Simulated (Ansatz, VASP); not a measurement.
## Co in VASP and in Ansatz

```
CELL_PARAMETERS angstrom
-2.83378 2.46683 1.19536
2.46683 -2.83378 1.19536
2.07212 2.07212 -1.86743
ATOMIC_POSITIONS crystal
Co 0.98904 0.01096 0.00000
Co 0.76096 0.23904 0.50000
```

Alike in both runs: task single point; functional LDA; k mesh 21 × 21 × 15; occupations fermi-dirac, width 0.1 eV; no spin polarisation.

```csv
,VASP,Ansatz
version,VASP 6.6.1,Ansatz 0.2.0
potentials or method,"VASP PAW LDA potentials, release 64 (Co), cutoff 520 eV","plane waves (420 eV) with PAW, scalar-relativistic"
valence electrons in the cell,18,34
```

```csv
,VASP,Ansatz,Ansatz less VASP
pressure (GPa),-24.9,-24.6,+0.28
"traceless stress, the component that is largest in VASP (GPa)",1.92,2.05,+0.128
```

Ansatz warns that its potentials were made for another functional, while VASP's fit it. LDA's correlation is that of Perdew and Zunger in VASP and of Perdew and Wang (1992) in Ansatz. VASP's potentials hold 18 valence electrons a cell and Ansatz's 34, so a difference there can come from the potentials and not from the codes.
